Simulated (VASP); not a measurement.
# La2LuN3 (P4/mmm) in VASP: a series of runs, part 2 of 2

VASP 6.6.1. Earlier steps stand in the parts before.

**4. Single point, PBE**

This run uses another cell than the first one, of 21.41 Å³/atom.

File INCAR:

```
ALGO     = Normal         # electronic algorithm
EDIFF    = 1E-7           # SCF threshold, eV
ENCUT    = 520            # plane-wave cutoff, eV
GGA      = PE             # functional
ISIF     = 2              # what is computed and relaxed
ISMEAR   = 0              # smearing method
LASPH    = True           # aspherical terms in the spheres
LCHARG   = False          # write CHGCAR
LREAL    = False          # projectors in reciprocal space
LWAVE    = False          # write WAVECAR
NBANDS   = 40             # bands
NELM     = 80             # most SCF steps
PREC     = Accurate       # precision mode
SIGMA    = 0.1            # smearing width, eV
```

File KPOINTS:

```
k-points
0
Gamma
  10 10 4
```

File POSCAR:

```
La2LuN3
1.0
    3.5588923940      0.0000000000      0.0000000000
    0.0000000000      3.5588923940      0.0000000000
    0.0000000000      0.0000000000     10.1430841518
La Lu N
2 1 3
Direct
    0.5000000000      0.5000000000      0.2462467936
    0.5000000000      0.5000000000      0.7537532064
    0.0000000000      0.0000000000      0.0000000000
    0.0000000000      0.0000000000      0.7767088790
    0.0000000000      0.0000000000      0.2232911210
    0.5000000000      0.5000000000      0.0000000000
```

Potentials or basis: VASP PAW PBE potentials, release 64 (La, Lu, N).

Command:

```
$ cat potpaw_PBE.64/La/POTCAR potpaw_PBE.64/Lu/POTCAR potpaw_PBE.64/N/POTCAR > POTCAR
$ mpirun -np 1 vasp_std > vasp.out
```

OUTCAR:

```text
EDIFF = 1E-7
   ENCUT = 520
   GGA = PE
   ISIF = 2
   ISMEAR = 0
   LASPH = True
   LREAL = False
   NELM = 80
   PREC = Accurate

 ion  position               nearest neighbor table
   1  0.500  0.500  0.246-   6 2.50   5 2.53   5 2.53   5 2.53   5 2.53   3 3.55   3 3.55   3 3.55
                             3 3.55
   2  0.500  0.500  0.754-   6 2.50   4 2.53   4 2.53   4 2.53   4 2.53   3 3.55   3 3.55   3 3.55
                             3 3.55
   3  0.000  0.000  0.000-   4 2.26   5 2.26   6 2.52   6 2.52   6 2.52   6 2.52   2 3.55   2 3.55
                             1 3.55   2 3.55   1 3.55   1 3.55   2 3.55   1 3.55
   4  0.000  0.000  0.777-   3 2.26   2 2.53   2 2.53   2 2.53   2 2.53
   5  0.000  0.000  0.223-   3 2.26   1 2.53   1 2.53   1 2.53   1 2.53
   6  0.500  0.500  0.000-   1 2.50   2 2.50   3 2.52   3 2.52   3 2.52   3 2.52

  LATTYP: Found a simple tetragonal cell.
 ALAT       =     3.5588923940
 C/A-ratio  =     2.8500676696

  Lattice vectors:

 A1 = (   3.5588923940,   0.0000000000,   0.0000000000)
 A2 = (   0.0000000000,   3.5588923940,   0.0000000000)
 A3 = (   0.0000000000,   0.0000000000,  10.1430841518)

Analysis of symmetry for initial positions (statically):
=====================================================================
 Subroutine PRICEL returns:
 Original cell was already a primitive cell.

 Routine SETGRP: Setting up the symmetry group for a
 simple tetragonal supercell.

 Subroutine GETGRP returns: Found 16 space group operations
 (whereof 16 operations were pure point group operations)
 out of a pool of 16 trial point group operations.

The static configuration has the point symmetry D_4h.

Analysis of symmetry for dynamics (positions and initial velocities):
=====================================================================
 Subroutine PRICEL returns:
 Original cell was already a primitive cell.

 Routine SETGRP: Setting up the symmetry group for a
 simple tetragonal supercell.

[... 134 lines left out ...]
  Fermi-wavevector in a.u.,A,eV,Ry     =   1.284120  2.426634 22.435506  1.648963
  Thomas-Fermi vector in A             =   2.416332
   LORBIT       =      0    0 simple, 1 ext, 2 COOP (PROOUT), +10 PAW based schemes
   GGA     = PE    functional components
   LHFCALC =     F    Hartree Fock is set to
   AEXX    =    0.0000 exact exchange contribution
   IVDW    =     0    specifies the selected vdW correction
   LEPSILON=     F    determine dielectric tensor
   LRPA    =     F    only Hartree local field effects (RPA)
 non-spin polarized calculation
 Gauss-broadening in eV      SIGMA  =   0.10
  energy-cutoff  :      520.00
  volume of cell :      128.47
 maximum number of plane-waves:      3502
 NGX is ok and might be reduce to    28
   NGX = 13   NGY = 13   NGZ = 37

 number of electron      62.0000014 magnetization

 Free energy of the ion-electron system (eV)
  ---------------------------------------------------
  ext. energy  EPLUGINS =         0.00000000
  ---------------------------------------------------
  free energy    TOTEN  =       -47.23394065 eV

  energy without entropy =      -47.23068161  energy(sigma->0) =      -47.23231113

 E-fermi :   5.1171     XC(G=0):  -9.4598

 val. band max:        5.1132275722   @ k =   0.5000   0.5000   0.5000
 cond. band min:       5.1784684564   @ k =   0.0000   0.0000   0.0000
 fundamental gap:      0.0652408843
 Fermi energy:         5.1170566918

 k-point     1 :       0.0000    0.0000    0.0000
  band No.  band energies     occupation
      1     -49.5276      2.00000
      2     -26.3389      2.00000
      3     -26.3385      2.00000
      4     -20.2998      2.00000
      5     -20.1943      2.00000
      6     -20.1943      2.00000
[... 1021 lines left out ...]
     39       8.6480      0.00000
     40       8.7576      0.00000

 [... further k-points ...]

------------------------ aborting loop because EDIFF is reached ----------------------------------------

  FORCE on cell =-STRESS in cart. coord.  units (eV):
  Direction    XX          YY          ZZ          XY          YZ          ZX
  --------------------------------------------------------------------------------------
  -------------------------------------------------------------------------------------
  Total       -0.0174068     -0.0174068      0.2005153      0.0000000      0.0000000     -0.0000000
  in kB       -0.2170847     -0.2170847      2.5006814      0.0000000      0.0000000     -0.0000000
  external PRESSURE =       0.6888373 kB  Pullay stress =       0.0000000 kB

 VOLUME and BASIS-vectors are now :
 -----------------------------------------------------------------------------
  energy-cutoff  :      520.00
  volume of cell :      128.47
      direct lattice vectors                 reciprocal lattice vectors
     3.558892394  0.000000000  0.000000000     0.280986298  0.000000000  0.000000000
     0.000000000  3.558892394  0.000000000     0.000000000  0.280986298  0.000000000
     0.000000000  0.000000000 10.143084152     0.000000000  0.000000000  0.098589343

 POSITION                                       TOTAL-FORCE (eV/Angst)
 -----------------------------------------------------------------------------------
      1.77945      1.77945      2.49770         0.000000      0.000000     -0.014803
      1.77945      1.77945      7.64538        -0.000000      0.000000      0.014803
      0.00000      0.00000      0.00000        -0.000000      0.000000      0.000000
      0.00000      0.00000      7.87822        -0.000000     -0.000000     -0.067548
      0.00000      0.00000      2.26486         0.000000     -0.000000      0.067548
      1.77945      1.77945      0.00000        -0.000000      0.000000      0.000000
 -----------------------------------------------------------------------------------
    total drift:                               -0.000000      0.000000     -0.000000

  FREE ENERGIE OF THE ION-ELECTRON SYSTEM (eV)
  ---------------------------------------------------
  free  energy   TOTEN  =       -47.2339406503 eV

  energy  without entropy=      -47.2306816137  energy(sigma->0) =      -47.23231113
```

OSZICAR:

```text
N       E                     dE             d eps       ncg     rms          rms(c)
DAV:   1     0.679707983627E+03    0.67971E+03   -0.23020E+04  6344   0.373E+03
DAV:   2     0.139246358237E+03   -0.54046E+03   -0.49463E+03  6272   0.507E+02
DAV:   3    -0.282122436423E+02   -0.16746E+03   -0.16117E+03  7656   0.252E+02
[... 12 lines left out ...]
DAV:  16    -0.472339301969E+02   -0.71109E-04   -0.14664E-04  7008   0.674E-02    0.972E-03
DAV:  17    -0.472339384283E+02   -0.82314E-05   -0.59341E-05  8504   0.415E-02    0.447E-03
DAV:  18    -0.472339404575E+02   -0.20292E-05   -0.15573E-05  8728   0.207E-02    0.408E-03
DAV:  19    -0.472339406327E+02   -0.17524E-06   -0.36138E-06  8496   0.120E-02    0.245E-03
DAV:  20    -0.472339406503E+02   -0.17559E-07   -0.65090E-07  5888   0.763E-03
   1 F= -.47233941E+02 E0= -.47232311E+02  d E =-.325904E-02
```

stdout:

```text
POSCAR found type information on POSCAR LaLuN
 POSCAR found :  3 types and       6 ions
 scaLAPACK will be used
 LDA part: xc-table for (Slater+PW92), standard interpolation
 POSCAR, INCAR and KPOINTS ok, starting setup
 FFT: planning ... GRIDC
 FFT: planning ... GRID_SOFT
 FFT: planning ... GRID
 WAVECAR not read
 entering main loop
```

Wall time 9.8 min (1 thread of Intel Xeon Platinum 8259CL at 2.50GHz (Skylake/Cascade Lake), shared host); peak memory 0.49 GiB.

What came out:

```
Free energy            : -47.2339 eV
Pressure               : 0.1 GPa
Largest force          : 0.068 eV/Å
Band gap on the k mesh : zero (bands 31 and 32 overlap by 0.14 eV)
```

Forces on the atoms (eV/Å):
```
La   0.000  0.000 -0.015
La   0.000  0.000  0.015
Lu   0.000  0.000  0.000
N    0.000  0.000 -0.068
N    0.000  0.000  0.068
N    0.000  0.000  0.000
```

Levels at points of the mesh, in eV from the Fermi level:
| k point | band 29 | band 30 | band 31 | band 32 | band 33 | band 34 |
| --- | --- | --- | --- | --- | --- | --- |
| (0.00, 0.00, 0.00) | -0.80 | -0.41 | -0.41 | -0.14 | 0.06 | 0.66 |
| (0.50, 0.00, 0.00) | -2.15 | -1.90 | -1.75 | 1.85 | 2.06 | 3.00 |
| (0.50, 0.50, 0.00) | -0.88 | -0.01 | -0.01 | 1.75 | 1.75 | 2.33 |
| (0.00, 0.00, 0.50) | -0.80 | -0.41 | -0.41 | 0.07 | 0.63 | 0.83 |
| (0.50, 0.00, 0.50) | -2.05 | -1.97 | -1.95 | 2.21 | 2.47 | 2.98 |
| (0.50, 0.50, 0.50) | -0.96 | 0.00 | 0.00 | 1.56 | 1.56 | 3.06 |

Caveat: semilocal functionals underestimate gaps, and a narrow one can read as zero; spin-orbit coupling is left out, which moves the levels of the heavy elements.

**5. Summary**

| task | cell | k mesh | cutoff (eV) | gap on the mesh (eV) | pressure (GPa) | relaxed volume (Å³/atom) | largest force (eV/Å) |
| --- | --- | --- | --- | --- | --- | --- | --- |
| relaxation of cell and atoms | relaxed from a = 4.490, b = 4.490, c = 5.972 Å, 6 atoms, atomic positions A | 4 × 4 × 4 | 600 | none | 0.2 | 18.25 | 0.04 |
| relaxation of cell and atoms | relaxed from a = 3.559, b = 3.559, c = 9.851 Å, 6 atoms, atomic positions B | 6 × 6 × 2 | 600 | none | 0.0 | 20.83 | 0.03 |
| single point | a = 3.559, b = 3.559, c = 10.143 Å, 6 atoms, atomic positions C | 10 × 10 × 4 | 520 | none | 0.1 | - | 0.07 |

Alike in all rows: level PBE; potentials or basis VASP PAW PBE potentials, release 64 (La, Lu, N); no spin polarisation; smearing gaussian 0.1 eV.

Caveats: semilocal functionals underestimate gaps, and a narrow one can read as zero; spin-orbit coupling is left out, which moves the levels of the heavy elements; a cell axis changed by over 15 % at a fixed basis, so the end point is rough (at least some runs).

Total energies depend on the potentials used, so only differences within one code and one set of settings carry meaning.

The gap in the log of VASP goes by the Fermi energy; the results here count the filled bands.